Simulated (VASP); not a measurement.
Input of a VASP 6.6.1 run:

INCAR

```
PREC     = Accurate       # precision mode
ENCUT    = 520            # plane-wave cutoff, eV
EDIFF    = 1E-6           # SCF threshold, eV
ISMEAR   = -1             # smearing method
SIGMA    = 0.1            # smearing width, eV
LREAL    = False          # projectors in reciprocal space
LASPH    = True           # aspherical terms in the spheres
NELM     = 150            # most SCF steps
ALGO     = Normal         # electronic algorithm
ISIF     = 2              # what is computed and relaxed
LWAVE    = False          # write WAVECAR
LCHARG   = False          # write CHGCAR
ISPIN    = 2              # spin polarisation
MAGMOM   = 0 1 1 1 0      # initial moments
LORBIT   = 11             # projections on sites
LMAXMIX  = 4              # l up to which the mixer works
GGA      = CA             # functional
NBANDS   = 36             # bands
```

Contents of KPOINTS:

```
regular mesh
0
Gamma
  6 6 6
```

The input POSCAR:

```
InNi3N
1.0
    3.8398557100      0.0000000000      0.0000000000
    0.0000000000      3.8398557100      0.0000000000
    0.0000000000      0.0000000000      3.8398557100
In Ni N
1 3 1
Direct
    0.0000000000      0.0000000000      0.0000000000
    0.5000000000      0.5000000000      0.0000000000
    0.5000000000      0.0000000000      0.5000000000
    0.0000000000      0.5000000000      0.5000000000
    0.5000000000      0.5000000000      0.5000000000
```

Potentials or basis: VASP PAW LDA potentials, release 64 (In_d, Ni, N).

Run with:

```console
$ cat potpaw_LDA.64/In_d/POTCAR potpaw_LDA.64/Ni/POTCAR potpaw_LDA.64/N/POTCAR > POTCAR
$ mpirun -np 1 vasp_std > vasp.out
```

Estimate the net moment.

0.00 μB per cell.

Estimate the pressure.

-9.1 GPa.

Predict the band gap on the k mesh.

zero (filled and empty bands overlap).

Caveat: spin-orbit coupling is left out, which moves the levels of the heavy elements. With open d or f shells a metallic result of LDA can be an artefact of self-interaction; +U or a hybrid may open a gap.
